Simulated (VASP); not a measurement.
# TeF (Fmmm) in VASP: further runs

Runs on TeF. Level: PBE. Tasks: single point, relaxation of cell and atoms.

All numbers are computed with VASP 6.6.1; they aren't measurements. Logs are shortened: lines on timing, memory, paths and dates and some standing lists are left out, and cuts for length are marked.

## 1. The cell of the first run

It takes space group Fmmm (No. 69, orthorhombic). Conventional cell: a = 5.268 Å, b = 5.589 Å, c = 6.183 Å, α = 90.00°, β = 90.00°, γ = 90.00°. Within 3.5 Å of Te (site symmetry mmm) lie 6 F at 2.63 to 3.09 Å. Within 3.5 Å of F (site symmetry mmm) lie 6 Te at 2.63 to 3.09 Å.

## 2. Single point, PBE

File INCAR:

```
SYSTEM = TeF
PREC = Accurate
ENCUT = 520
EDIFF = 1E-7
ISMEAR = 0
SIGMA = 0.1
LREAL = .FALSE.
LASPH = .TRUE.
NELM = 80
ALGO = Normal
ISIF = 2
LWAVE = .FALSE.
LCHARG = .FALSE.
GGA = PE
NBANDS = 14
```

File KPOINTS:

```
regular mesh
0
G
  6 6 6
  0 0 0
```

File POSCAR:

```
TeF
1.0
    0.0000000000      2.7942543000      3.0917318000
    2.6340740800      0.0000000000      3.0917318000
    2.6340740800      2.7942543000      0.0000000000
Te F
1 1
Direct
    0.0000000000      0.0000000000      0.0000000000
    0.5000000000      0.5000000000      0.5000000000
```

Potentials or basis: VASP PAW PBE potentials, release 64 (Te, F).

On the command line:

```bash
$ cat potpaw_PBE.64/Te/POTCAR potpaw_PBE.64/F/POTCAR > POTCAR
$ mpirun -np 1 vasp_std > vasp.out
```

OUTCAR:

```text
SYSTEM = TeF
   PREC = Accurate
   ENCUT = 520
   EDIFF = 1E-7
   ISMEAR = 0
   LREAL = .FALSE.
   LASPH = .TRUE.
   NELM = 80
   ISIF = 2
   GGA = PE

 ion  position               nearest neighbor table
   1  0.000  0.000  0.000-   2 2.63   2 2.63   2 2.79   2 2.79
   2  0.500  0.500  0.500-   1 2.63   1 2.63   1 2.79   1 2.79

  LATTYP: Found a face centered orthorhombic cell.
 ALAT       =     5.2681481600
 B/A-ratio  =     1.0608108258
 C/A-ratio  =     1.1737451970

  Lattice vectors:

 A1 = (   0.0000000000,   2.7942543000,   3.0917318000)
 A2 = (   2.6340740800,   0.0000000000,   3.0917318000)
 A3 = (   2.6340740800,   2.7942543000,   0.0000000000)

Analysis of symmetry for initial positions (statically):
=====================================================================
 Subroutine PRICEL returns:
 Original cell was already a primitive cell.

 Routine SETGRP: Setting up the symmetry group for a
 face centered orthorhombic supercell.

 Subroutine GETGRP returns: Found  8 space group operations
 (whereof  8 operations were pure point group operations)
 out of a pool of  8 trial point group operations.

The static configuration has the point symmetry D_2h.

Analysis of symmetry for dynamics (positions and initial velocities):
=====================================================================
 Subroutine PRICEL returns:
 Original cell was already a primitive cell.

 Routine SETGRP: Setting up the symmetry group for a
 face centered orthorhombic supercell.

 Subroutine GETGRP returns: Found  8 space group operations
 (whereof  8 operations were pure point group operations)
 out of a pool of  8 trial point group operations.

The dynamic configuration has the point symmetry D_2h.

 Subroutine INISYM returns: Found  8 space group operations
 (whereof  8 operations are pure point group operations),
 and found     1 'primitive' translations

----------------------------------------------------------------------------------------

                                     Primitive cell

  volume of cell :      45.5120

  direct lattice vectors                    reciprocal lattice vectors
     0.000000000  2.794254300  3.091731800    -0.189820022  0.178938617  0.161721660
     2.634074080  0.000000000  3.091731800     0.189820022 -0.178938617  0.161721660
     2.634074080  2.794254300  0.000000000     0.189820022  0.178938617 -0.161721660

  length of vectors
     4.167332794  4.061668596  3.840078561     0.306927622  0.306927622  0.306927622

  position of ions in fractional coordinates (direct lattice)
     0.000000000  0.000000000  0.000000000
     0.500000000  0.500000000  0.500000000

  ion indices of the primitive-cell ions
   primitive index   ion index
                 1           1
                 2           2

----------------------------------------------------------------------------------------

 KPOINTS: regular mesh

Automatic generation of k-mesh.
 Grid dimensions read from file:
 generate k-points for:    6    6    6

 Generating k-lattice:

  Cartesian coordinates                     Fractional coordinates (reciprocal lattice)
    -0.031636670  0.029823103  0.026953610     0.166666667  0.000000000  0.000000000
     0.031636670 -0.029823103  0.026953610     0.000000000  0.166666667  0.000000000
     0.031636670  0.029823103 -0.026953610     0.000000000  0.000000000  0.166666667

  Length of vectors
     0.051154604  0.051154604  0.051154604

  Shift w.r.t. Gamma in fractional coordinates (k-lattice)
     0.000000000  0.000000000  0.000000000

 Subroutine IBZKPT returns following result:
 ===========================================

 Found     46 irreducible k-points:

 Following reciprocal coordinates:
            Coordinates               Weight
  0.000000  0.000000  0.000000      1.000000
  0.166667 -0.000000 -0.000000      8.000000
  0.333333  0.000000  0.000000      8.000000
  0.500000  0.000000 -0.000000      4.000000
  0.166667  0.166667  0.000000      2.000000
  0.333333  0.166667  0.000000      8.000000
[... 16 lines left out ...]
 -0.166667  0.166667  0.166667      8.000000
  0.500000  0.333333  0.166667      4.000000
 [... further k-points ...]
   k-points           NKPTS =     46   k-points in BZ     NKDIM =     46   number of bands    NBANDS=     14
   number of dos      NEDOS =    301   number of ions     NIONS =      2
   total plane-waves  NPLWV =  28800
   dimension x,y,z NGX =    32 NGY =   30 NGZ =   30
   dimension x,y,z NGXF=    64 NGYF=   60 NGZF=   60
   ions per type =               1   1
   NGX,Y,Z   is equivalent  to a cutoff of  12.77, 12.28, 12.99 a.u.
   NGXF,Y,Z  is equivalent  to a cutoff of  25.53, 24.56, 25.98 a.u.
 SYSTEM =  TeF
   PREC   = accura    normal or accurate (medium, high low for compatibility)
   ISTART =      0    job   : 0-new  1-cont  2-samecut
   ICHARG =      2    charge: 1-file 2-atom 10-const
   ISPIN  =      1    spin polarized calculation?
   LNONCOLLINEAR =      F non collinear calculations
   LSORBIT =      F    spin-orbit coupling
   LASPH  =      T    aspherical Exc in radial PAW
   ENCUT  =  520.0 eV  38.22 Ry    6.18 a.u.   7.75  7.55  7.14*2*pi/ulx,y,z
   NELM   =     80;   NELMIN=  2; NELMDL= -5     # of ELM steps
   EDIFF  = 0.1E-06   stopping-criterion for ELM
   LREAL  =      F    real-space projection
   EDIFFG = 0.1E-05   stopping-criterion for IOM
   NSW    =      0    number of steps for IOM
   IBRION =     -1    ionic relax: 0-MD 1-quasi-New 2-CG
   NFREE  =      0    steps in history (QN), initial steepest desc. (CG)
   ISIF   =      2    stress and relaxation
   ISYM   =      2    0-nonsym 1-usesym 2-fastsym
   POTIM  = 0.5000    time-step for ionic-motion
   TEBEG  =    0.0;   TEEND  =   0.0 temperature during run
   PSTRESS=    0.0 pullay stress
   NELECT =      13.0000    total number of electrons
   NUPDOWN=      -1.0000    fix difference up-down
   EMIN   =  10.00;   EMAX   =-10.00  energy-range for DOS
   EFERMI =   0.00;   METHOD = LEGACY
   ISMEAR =     0;   SIGMA  =   0.10  broadening in eV -4-tet -1-fermi 0-gaus
   EFERMI_NEDOS =   21; number of points for ismear=-14 and -15
   IALGO  =     38    algorithm
   IMIX   =      4    mixing-type and parameters
     AMIX     =   0.40;   BMIX     =  1.00
     AMIX_MAG =   1.60;   BMIX_MAG =  1.00
  volume/ion in A,a.u.               =      22.76       153.56
  Fermi-wavevector in a.u.,A,eV,Ry     =   1.078154  2.037415 15.815624  1.162416
  Thomas-Fermi vector in A             =   2.214085
   LORBIT       =      0    0 simple, 1 ext, 2 COOP (PROOUT), +10 PAW based schemes
   GGA     = PE    functional components
   LHFCALC =     F    Hartree Fock is set to
   AEXX    =    0.0000 exact exchange contribution
   IVDW    =     0    specifies the selected vdW correction
   LEPSILON=     F    determine dielectric tensor
   LRPA    =     F    only Hartree local field effects (RPA)
 non-spin polarized calculation
 Gauss-broadening in eV      SIGMA  =   0.10
  energy-cutoff  :      520.00
  volume of cell :       45.51
 maximum number of plane-waves:      1242
   NGX = 15   NGY = 15   NGZ = 15

 number of electron      13.0000008 magnetization

 Free energy of the ion-electron system (eV)
  ---------------------------------------------------
  ext. energy  EPLUGINS =         0.00000000
  ---------------------------------------------------
  free energy    TOTEN  =        -5.35829132 eV

  energy without entropy =       -5.33918410  energy(sigma->0) =       -5.34873771

 E-fermi :   4.0283     XC(G=0):  -9.2251

 val. band max:        4.0177078331   @ k =   0.1667  -0.0000  -0.0000
 cond. band min:       4.0422411459   @ k =   0.3333   0.0000   0.0000
 fundamental gap:      0.0245333128
 Fermi energy:         4.0283463649

 k-point     1 :       0.0000    0.0000    0.0000
  band No.  band energies     occupation
      1     -18.6536      2.00000
      2      -7.1639      2.00000
      3      -0.8940      2.00000
      4      -0.2922      2.00000
      5       0.2747      2.00000
      6       4.7253      0.00000
      7       5.4039      0.00000
      8       6.0142      0.00000
      9      11.2750      0.00000
     10      11.5689      0.00000
     11      12.5597      0.00000
     12      13.0096      0.00000
     13      14.5539      0.00000
     14      14.5828      0.00000

 k-point     2 :       0.1667   -0.0000   -0.0000
  band No.  band energies     occupation
      1     -18.6342      2.00000
      2      -7.1255      2.00000
      3      -0.7567      2.00000
      4      -0.2438      2.00000
      5       0.2567      2.00000
      6       4.0177      1.11959
      7       4.7580      0.00000
      8       5.4681      0.00000
      9      11.2723      0.00000
     10      12.3779      0.00000
     11      12.8058      0.00000
     12      13.2596      0.00000
     13      15.0801      0.00000
     14      16.7071      0.00000

 k-point     3 :       0.3333    0.0000    0.0000
  band No.  band energies     occupation
      1     -18.5951      2.00000
      2      -7.0385      2.00000
      3      -0.4311      2.00000
      4      -0.0820      2.00000
      5       0.2597      2.00000
      6       2.3290      2.00000
      7       4.0422      0.84422
      8       4.7561      0.00000
      9      10.6999      0.00000
     10      13.1576      0.00000
     11      14.2810      0.00000
     12      14.9673      0.00000
     13      16.6219      0.00000
     14      17.4021      0.00000

 k-point     4 :       0.5000    0.0000   -0.0000
  band No.  band energies     occupation
      1     -18.5754      2.00000
      2      -6.9893      2.00000
      3      -0.2761      2.00000
      4       0.0507      2.00000
      5       0.5277      2.00000
      6       1.2753      2.00000
      7       3.7622      1.99983
      8       4.4318      0.00000
      9      10.5583      0.00000
     10      13.4323      0.00000
     11      14.8564      0.00000
     12      16.0625      0.00000
     13      18.5929      0.00000
     14      18.6775      0.00000

 k-point     5 :       0.1667    0.1667    0.0000
  band No.  band energies     occupation
      1     -18.6367      2.00000
      2      -7.0326      2.00000
      3      -0.9812      2.00000
      4      -0.3613      2.00000
      5       0.2270      2.00000
      6       3.5812      2.00000
      7       5.2297      0.00000
      8       5.7930      0.00000
      9      10.6152      0.00000
     10      13.0956      0.00000
     11      13.6196      0.00000
[... 276 lines left out ...]
 k-point    22 :      -0.3333    0.1667    0.1667
  band No.  band energies     occupation
      1     -18.5654      2.00000
      2      -6.8137      2.00000
      3      -0.8659      2.00000
      4      -0.2226      2.00000
      5       0.1250      2.00000
      6       2.1311      2.00000
      7       3.8986      1.93340
      8       4.3672      0.00000
      9      10.8653      0.00000
     10      13.4640      0.00000
     11      14.1949      0.00000
     12      15.3757      0.00000
     13      18.2250      0.00000
     14      18.6887      0.00000

 k-point    23 :      -0.1667    0.1667    0.1667
  band No.  band energies     occupation
      1     -18.5872      2.00000
      2      -6.9993      2.00000
      3      -0.6418      2.00000
      4      -0.0508      2.00000
      5       0.1303      2.00000
      6       2.7023      2.00000
      7       4.1011      0.30373
      8       4.5834      0.00000
      9      10.4880      0.00000
     10      12.8543      0.00000
     11      14.2229      0.00000
     12      14.9074      0.00000
     13      16.4962      0.00000
     14      17.2048      0.00000

 k-point    24 :       0.5000    0.3333    0.1667
  band No.  band energies     occupation
      1     -18.5864      2.00000
      2      -6.6648      2.00000
      3      -1.4050      2.00000
      4      -0.5328      2.00000
      5       0.0373      2.00000
      6       2.7900      2.00000
      7       4.0756      0.50411
      8       4.9378      0.00000
      9      11.3180      0.00000
     10      13.1993      0.00000
     11      14.5949      0.00000
     12      15.2714      0.00000
     13      16.9477      0.00000
     14      18.5272      0.00000

 [... further k-points ...]
[... 5 lines left out ...]
  --------------------------------------------------------------------------------------
  -------------------------------------------------------------------------------------
  Total       -3.6238078     -1.3022339      1.2284804      0.0000000      0.0000000      0.0000000
  in kB     -127.5704276    -45.8430867     43.2467112      0.0000000      0.0000000      0.0000000
  external PRESSURE =     -43.3889344 kB  Pullay stress =       0.0000000 kB

 VOLUME and BASIS-vectors are now :
 -----------------------------------------------------------------------------
  energy-cutoff  :      520.00
  volume of cell :       45.51
      direct lattice vectors                 reciprocal lattice vectors
     0.000000000  2.794254300  3.091731800    -0.189820022  0.178938617  0.161721660
     2.634074080  0.000000000  3.091731800     0.189820022 -0.178938617  0.161721660
     2.634074080  2.794254300  0.000000000     0.189820022  0.178938617 -0.161721660

 POSITION                                       TOTAL-FORCE (eV/Angst)
 -----------------------------------------------------------------------------------
      0.00000      0.00000      0.00000         0.000000     -0.000000     -0.000000
      2.63407      2.79425      3.09173         0.000000      0.000000      0.000000
 -----------------------------------------------------------------------------------
    total drift:                                0.000000     -0.000000      0.000000

  FREE ENERGIE OF THE ION-ELECTRON SYSTEM (eV)
  ---------------------------------------------------
  free  energy   TOTEN  =        -5.3582913244 eV

  energy  without entropy=       -5.3391841041  energy(sigma->0) =       -5.34873771
```

It took 32 s on 1 thread of Oxide Virtual Turin-like, shared host; peak memory 0.15 GiB.

Results:

```yaml
Free_energy: -5.3583 eV
Pressure: -4.3 GPa
```

Caveat: spin-orbit coupling is left out, which moves the levels of the heavy elements; an odd number of electrons without spin polarisation forces a metal; a magnetic or distorted state may lie lower.

## 3. Relaxation of cell and atoms, PBE

File INCAR:

```
ALGO = Normal ; EDIFF = 1E-7
EDIFFG = -0.04 ; ENCUT = 600
GGA = PE ; IBRION = 2
ISIF = 3 ; ISMEAR = 0
LASPH = True ; LCHARG = False
LREAL = False ; LWAVE = False
NELM = 80 ; NSW = 90
PREC = Accurate ; SIGMA = 0.1
```

File KPOINTS:

```
k-points
0
Gamma
  6 6 6
```

POSCAR is that of step 2.

Potentials or basis: VASP PAW PBE potentials, release 64 (Te, F).

On the command line:

```bash
$ cat potpaw_PBE.64/Te/POTCAR potpaw_PBE.64/F/POTCAR > POTCAR
$ mpirun -np 1 vasp_std > vasp.out
```

Wall time 5.4 min (1 thread of Oxide Virtual Turin-like, shared host); peak memory 0.19 GiB.

It converged, with:

```yaml
Free_energy: -6.1205 eV
Relaxed_volume: 25.37 Å³/atom
Relaxed_cell: a = 4.858 Å, b = 4.086 Å, c = 4.020 Å, α = 73.64°, β = 53.80°, γ = 52.56°
Space_group_after_relaxing_to_0.05_Å: Fmmm (No. 69)
Energy_gained_by_relaxing: 380.5 meV/atom
Ionic_steps: 19
Pressure_after_relaxing: 0.0 GPa
```

Stress tensor (GPa, compression positive):
```
 0.08  0.00  0.00
 0.00 -0.20  0.00
 0.00  0.00  0.06
```

Step by step:
```
step  energy change (eV)  largest force (eV/Å)  pressure (GPa)  volume (Å³)
   1              0.0000                0.0000           -4.36        45.51
   2             -0.3196                0.0000            1.33        41.40
   3             -0.3503                0.0000            4.47        40.13
   4             -0.4904                0.0000            4.46        42.15
   5             -0.5062                0.0000            8.44        45.03
   6             -0.5416                0.0000            6.05        43.76
   7             -0.6523                0.0000            2.08        47.63
   8             -0.6946                0.0000           -0.82        51.83
   9             -0.6955                0.0000           -1.26        52.64
  10             -0.7199                0.0000           -0.52        53.12
  11             -0.7234                0.0000           -0.03        53.37
  12             -0.7376                0.0000           -0.49        53.55
  13             -0.7475                0.0000           -1.19        53.80
  14             -0.7551                0.0000           -0.24        52.44
  15             -0.7559                0.0000            0.14        51.92
  16             -0.7606                0.0000           -0.13        51.15
  17             -0.7608                0.0000           -0.18        50.94
  18             -0.7608                0.0000           -0.18        50.96
  19             -0.7610                0.0000           -0.02        50.74
```

Final structure:
```
Te F
1.0
     0.00000    3.39589    3.47340
     2.15100    0.00000    3.47340
     2.15100    3.39589    0.00000
Te F
1 1
Direct
  0.00000 0.00000 0.00000
  0.50000 0.50000 0.50000
```

Levels at points of the mesh, in eV from the Fermi level:
| k point | band 5 | band 6 | band 7 | band 8 | band 9 | band 10 |
| --- | --- | --- | --- | --- | --- | --- |
| (0.00, 0.00, 0.00) | -4.61 | 0.99 | 1.08 | 5.60 | 5.77 | 7.95 |
| (0.50, 0.00, 0.00) | -3.49 | -1.56 | -0.40 | 1.92 | 6.65 | 8.47 |
| (0.50, 0.50, 0.00) | -4.56 | -0.74 | 1.01 | 4.84 | 7.42 | 7.77 |
| (0.50, 0.00, 0.50) | -4.59 | -0.68 | 0.95 | 4.73 | 7.44 | 7.66 |
| (0.00, 0.50, 0.50) | -5.35 | -0.03 | -0.03 | 3.63 | 4.48 | 9.77 |

Caveat: spin-orbit coupling is left out, which moves the levels of the heavy elements; an odd number of electrons without spin polarisation forces a metal; a magnetic or distorted state may lie lower.
